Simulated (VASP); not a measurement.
Set up this calculation in VASP 6.6.1, as the native input.

```
Task                   : single point
Functional             : PBE
Dispersion             : D3(BJ)
Potentials or basis    : VASP PAW PBE potentials, release 64 (Si)
Cutoff                 : 400 eV
k mesh                 : 9 × 9 × 1
Occupations            : gaussian, width 0.1 eV
Spin                   : no spin polarisation
Dipole correction      : yes
Further INCAR settings : ALGO = Normal; EDIFF = 1e-06; NBANDS = 16; NELMDL = -8
```

The structure of Si lies in POSCAR:

```
Si
1.0
    3.8472023567      0.0000000000      0.0000000000
   -1.9236011784      3.3317749744      0.0000000000
    0.0000000000      0.0000000000     18.4446971473
Si
4
Direct
    0.3333333333      0.6666666667      0.2695814702
    0.6666666667      0.3333333333      0.2439725610
    0.6666666667      0.5000000000      0.5039224593
    0.3333333333      0.8333333333      0.4783135501
```

These files were run (other wordings do the same):

INCAR

```
SYSTEM = Si
  PREC = Accurate
  ENCUT = 400
  EDIFF = 1E-6
  ISMEAR = 0
  SIGMA = 0.1
  LREAL = .False.
  LASPH = .True.
  NELM = 120
  ALGO = Normal
  ISIF = 2
  LWAVE = .False.
  LCHARG = .True.
  LDIPOL = .True.
  IDIPOL = 3
  DIPOL = 0.5 0.5 0.374
  GGA = PE
  IVDW = 12
  LELF = .True.
  LVHAR = .True.
  LVACPOTAV = .True.
  NBANDS = 16
  GGA_COMPAT = .False.
  NELMDL = -8
```

KPOINTS

```
regular mesh
0
Gamma
  9 9 1
  0 0 0
```

Potentials or basis: VASP PAW PBE potentials, release 64 (Si).

Command:

```bash
$ cat potpaw_PBE.64/Si/POTCAR > POTCAR
$ mpirun -np 1 vasp_std > vasp.out
```

It gave:

The largest force is 0.177 eV/Å, the band gap on the k mesh is 0.43 eV, indirect (least direct gap 0.48 eV) and the dispersion energy per atom is -0.246 eV.

Run time: 2 min on 1 thread of Intel Xeon 6975P-C, with other jobs on the host, peak memory 0.3 GiB.
